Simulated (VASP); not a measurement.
**Re: single point with SVWN5**

The system is Re.

```
CELL_PARAMETERS angstrom
2.73653 0.00000 0.00000
-1.36826 2.36990 0.00000
0.00000 0.00000 4.41590
ATOMIC_POSITIONS crystal
Re 0.66667 0.33333 0.75000
Re 0.33333 0.66667 0.25000
```

```yaml
Program: VASP 6.6.1
Task: single point
Functional: SVWN5
Potentials_or_basis: VASP PAW PBE potentials, release 64 (Re)
Cutoff: 520 eV
k_mesh: 11 × 11 × 6
Occupations: fermi-dirac, width 0.05 eV
Spin: no spin polarisation
Dipole_correction: no
Further_INCAR_settings: ALGO = Normal; EDIFF = 1e-06; NBANDS = 14
```

| Property | Result |
| --- | --- |
| Pressure | 0.5 GPa |
| Band gap on the k mesh | zero (band 7 reaches 9.37 eV, above the bottom of band 8 at 6.06 eV) |

Stress tensor (GPa, compression positive):
```
0.54 0.00 0.00
0.00 0.54 0.00
0.00 0.00 0.42
```

Levels at points of the mesh, in eV from the Fermi level:
| k point | band 5 | band 6 | band 7 | band 8 | band 9 | band 10 |
| --- | --- | --- | --- | --- | --- | --- |
| (0.00, 0.00, 0.00) | -1.67 | -0.81 | -0.81 | 0.15 | 0.15 | 0.76 |
| (0.00, 0.00, 0.50) | -1.82 | -1.82 | -1.82 | -1.82 | 2.62 | 2.62 |

Wall time 28 s on 1 thread of AMD EPYC 7R43 64-Core Processor (Zen 3) (shared host), peak memory 0.11 GiB.

Caveat: the PAW data sets were made with another functional, which shifts forces and pressure a little; spin-orbit coupling is left out, which moves the levels of the heavy elements.
